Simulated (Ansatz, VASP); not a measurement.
Cs2Ru in VASP and in Ansatz

File INCAR:

```
SYSTEM = Cs2Ru
ALGO = Fast
EDIFF = 1E-7
ENCUT = 520
GGA = PE
ISIF = 2
ISMEAR = 0
LASPH = .TRUE.
LCHARG = .TRUE.
LELF = .TRUE.
LREAL = .FALSE.
LVHAR = .TRUE.
LWAVE = .FALSE.
NBANDS = 41
NELM = 80
PREC = Accurate
SIGMA = 0.1
```

File KPOINTS:

```
k-points
0
G
  4 4 4
  0 0 0
```

File POSCAR:

```
Cs2Ru
1.0
    5.8864935729      0.0000000000      0.0000000000
    0.0000000000      7.1844199783      0.0000000000
    0.0000000000      0.0000000000      4.4849979380
Cs Ru
4 2
Direct
    0.2004000000      0.3787000000      0.0000000000
    0.7996000000      0.6213000000      0.0000000000
    0.7004000000      0.1213000000      0.5000000000
    0.2996000000      0.8787000000      0.5000000000
    0.0000000000      0.0000000000      0.0000000000
    0.5000000000      0.5000000000      0.5000000000
```

Input for Ansatz:

```yaml
crystal:
  lattice:
    - [5.8864935729, 0.0, 0.0]
    - [0.0, 7.1844199783, 0.0]
    - [0.0, 0.0, 4.484997938]
  atoms:
    - { symbol: Cs, position: [0.2004, 0.3787, 0.0] }
    - { symbol: Cs, position: [0.7996, 0.6213, 0.0] }
    - { symbol: Cs, position: [0.7004, 0.1213, 0.5] }
    - { symbol: Cs, position: [0.2996, 0.8787, 0.5] }
    - { symbol: Ru, position: [0.0, 0.0, 0.0] }
    - { symbol: Ru, position: [0.5, 0.5, 0.5] }
basis:
  ecutwfc: 420
kpoints:
  mp_grid: { grid: [4, 4, 4] }
hamiltonian:
  xc: pbe
scf:
  occupations: { method: gaussian, width: 0.1 }
  lower_state_search: "off"
output:
  forces: true
  stress: true
  eigenvalues: true
```

Alike in both runs: task single point; functional PBE; k mesh 4 × 4 × 4; occupations gaussian, width 0.1 eV; no spin polarisation.

|  | VASP | Ansatz |
| --- | --- | --- |
| version | VASP 6.6.1 | Ansatz 0.2.0 |
| potentials or method | VASP PAW PBE potentials, release 64 (Cs_sv, Ru_pv), cutoff 520 eV | scalar-relativistic, plane waves, PAW |
| valence electrons in the cell | 64 | 68 |

Ansatz gave:

```
gap on the k mesh at the Fermi level (eV)                     : none
pressure (GPa)                                                : 5.4
traceless stress, the component that is largest in VASP (GPa) : 3.83
rms of the force components (eV/Å)                            : 1.384
```

Task: Estimate VASP's values.

Result: gap on the k mesh at the Fermi level (eV): none; pressure (GPa): 6.3; traceless stress, the component that is largest in VASP (GPa): 3.86; rms of the force components (eV/Å): 1.381.

Atom by atom the forces differ by 0.010 eV/Å (rms over components). A gap of «none» marks a metal or a gap that the smearing closes. VASP's potentials hold 64 valence electrons a cell and Ansatz's 68, so a difference there can come from the potentials and not from the codes.

Neither program's run includes spin-orbit coupling.
